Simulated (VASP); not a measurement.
## HfO3: single point with PBE

The system is HfO3.

```
CELL_PARAMETERS angstrom
3.28665 0.00000 0.00000
0.00000 3.28665 0.00000
0.00000 0.00000 4.05107
ATOMIC_POSITIONS crystal
Hf 0.00000 0.00000 0.00000
O 0.50000 0.50000 0.81267
O 0.00000 0.00000 0.50000
O 0.50000 0.50000 0.18733
```

- Program: VASP 6.6.1
- Task: single point
- Functional: PBE
- Potentials or basis: VASP PAW PBE potentials, release 64 (Hf_pv, O)
- Cutoff: 520 eV
- k mesh: 14 × 14 × 12
- Occupations: gaussian, width 0.1 eV
- Spin: no spin polarisation
- Dipole correction: no
- Further INCAR settings: ALGO = Normal; EDIFF = 1e-06; NBANDS = 22

```json
{"Pressure": "-1.9 GPa", "Largest force": "0.159 eV/Å", "Band gap on the k mesh": "zero (bands 14 and 15 overlap by 0.56 eV)"}
```

Forces on the atoms (eV/Å):
```
Hf   0.000  0.000  0.000
O    0.000  0.000 -0.159
O    0.000  0.000  0.000
O    0.000  0.000  0.159
```

Stress tensor (GPa, compression positive):
```
-1.98  0.00  0.00
 0.00 -1.98  0.00
 0.00  0.00 -1.69
```

Levels at points of the mesh, in eV from the Fermi level:
| k point | band 10 | band 11 | band 12 | band 13 | band 14 | band 15 | band 16 | band 17 | band 18 | band 19 |
| --- | --- | --- | --- | --- | --- | --- | --- | --- | --- | --- |
| (0.00, 0.00, 0.00) | -2.33 | -2.33 | -1.25 | -1.09 | -0.32 | -0.32 | 1.25 | 3.28 | 3.86 | 5.02 |
| (0.50, 0.00, 0.00) | -2.84 | -1.73 | -1.02 | -0.45 | -0.44 | 2.61 | 2.67 | 3.70 | 3.87 | 5.97 |
| (0.50, 0.50, 0.00) | -3.58 | -3.58 | -0.95 | -0.92 | -0.92 | 3.46 | 3.86 | 4.93 | 4.93 | 5.25 |
| (0.00, 0.00, 0.50) | -4.07 | -3.49 | -3.49 | -1.13 | 0.05 | 0.05 | 1.39 | 1.85 | 3.32 | 6.60 |
| (0.50, 0.00, 0.50) | -4.52 | -2.71 | -2.51 | -2.04 | -1.50 | 1.96 | 2.74 | 5.49 | 5.99 | 6.03 |
| (0.50, 0.50, 0.50) | -5.24 | -5.24 | -4.58 | 0.18 | 0.18 | 1.98 | 3.50 | 5.27 | 6.30 | 6.30 |

Wall time 3.5 min on 1 thread of Intel Xeon 8259CL (shared host), peak memory 0.32 GiB.

Caveat: spin-orbit coupling is left out, which moves the levels of the heavy elements.
